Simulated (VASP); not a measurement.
A run of VASP 6.6.1 is set up as follows.

The input INCAR:

```
SYSTEM = MgO
PREC     = Accurate       ! precision mode
ENCUT    = 520            ! plane-wave cutoff, eV
EDIFF    = 1E-6           ! SCF threshold, eV
ISMEAR   = 0              ! smearing method
SIGMA    = 0.05           ! smearing width, eV
LREAL    = .FALSE.        ! projectors in reciprocal space
LASPH    = .TRUE.         ! aspherical terms in the spheres
NELM     = 80             ! most SCF steps
ALGO     = Normal         ! electronic algorithm
ISIF     = 2              ! what is computed and relaxed
LWAVE    = .FALSE.        ! write WAVECAR
LCHARG   = .FALSE.        ! write CHGCAR
GGA      = PS             ! functional
NBANDS   = 11             ! bands
```

Contents of KPOINTS:

```
regular mesh
0
G
  10 10 10
  0 0 0
```

POSCAR

```
MgO
1.0
    0.0000000000      2.2124610065      2.1597833635
    2.2124610065      0.0000000000      2.1597833635
    2.2124610065      2.2124610065      0.0000000000
Mg O
1 1
Direct
    0.0000000000      0.0000000000      0.0000000000
    0.5000000000      0.5000000000      0.5000000000
```

Potentials or basis: VASP PAW PBE potentials, release 64 (Mg, O).

Command:

```bash
$ cat potpaw_PBE.64/Mg/POTCAR potpaw_PBE.64/O/POTCAR > POTCAR
$ mpirun -np 1 vasp_std > vasp.out
```

Question: Predict the band gap on the k mesh.

Answer: 3.51 eV, direct.

Question: Predict the pressure.

Answer: -15.4 GPa.

Stress tensor (GPa, compression positive):
```
-16.18   0.00   0.00
  0.00 -16.18   0.00
  0.00   0.00 -13.99
```

Caveat: the cell differs from its parent crystal (strain +0.050 along x and y, +0.025 along z); the PAW data sets were made with another functional, which shifts forces and pressure a little.
